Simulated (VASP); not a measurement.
Set up this calculation in VASP 6.6.1, as the native input.

```
Task                   : electric field gradients
Functional             : PBE
Potentials or basis    : VASP PAW PBE potentials, release 64 (Ag, Br)
Cutoff                 : 400 eV
k mesh                 : 7 × 7 × 7
Occupations            : fermi-dirac, width 0.03 eV
Spin                   : no spin polarisation
Dipole correction      : no
Further INCAR settings : ALGO = Normal; EDIFF = 1e-08; NBANDS = 16
```

The structure of AgBr lies in POSCAR:

```
AgBr
1.0
    0.0000000000      2.8860500000      2.8860500000
    2.8860500000      0.0000000000      2.8860500000
    2.8860500000      2.8860500000      0.0000000000
Ag Br
1 1
Direct
    0.5000000000      0.5000000000      0.5000000000
    0.0000000000      0.0000000000      0.0000000000
```

One way to write it, as run:

INCAR

```
SYSTEM = AgBr
PREC     = Accurate       ! precision mode
ENCUT    = 400            ! plane-wave cutoff, eV
EDIFF    = 1E-8           ! SCF threshold, eV
ISMEAR   = -1             ! smearing method
SIGMA    = 0.03           ! smearing width, eV
LREAL    = .FALSE.        ! projectors in reciprocal space
LASPH    = .TRUE.         ! aspherical terms in the spheres
NELM     = 120            ! most SCF steps
ALGO     = Normal         ! electronic algorithm
ISIF     = 2              ! what is computed and relaxed
LWAVE    = .FALSE.        ! write WAVECAR
LCHARG   = .FALSE.        ! write CHGCAR
GGA      = PE             ! functional
LEFG     = .TRUE.       
NBANDS   = 16             ! bands
GGA_COMPAT= .FALSE.
```

KPOINTS

```
regular mesh
0
G
  7 7 7
  0 0 0
```

Potentials or basis: VASP PAW PBE potentials, release 64 (Ag, Br).

The run is started by

```sh
$ cat potpaw_PBE.64/Ag/POTCAR potpaw_PBE.64/Br/POTCAR > POTCAR
$ mpirun -np 1 vasp_std > vasp.out
```

It gave:

The pressure is 1.3 GPa and the band gap on the k mesh is 0.74 eV, indirect (least direct gap 2.55 eV).

Caveat: without QUAD_EFG the Cq values of the log hold for a quadrupole moment of 1 mb, not for the nuclei.

It took 9.4 s on 1 thread of Intel(R) Xeon(R) Platinum 8488C (Sapphire Rapids), on a shared host, peak memory 0.15 GiB.
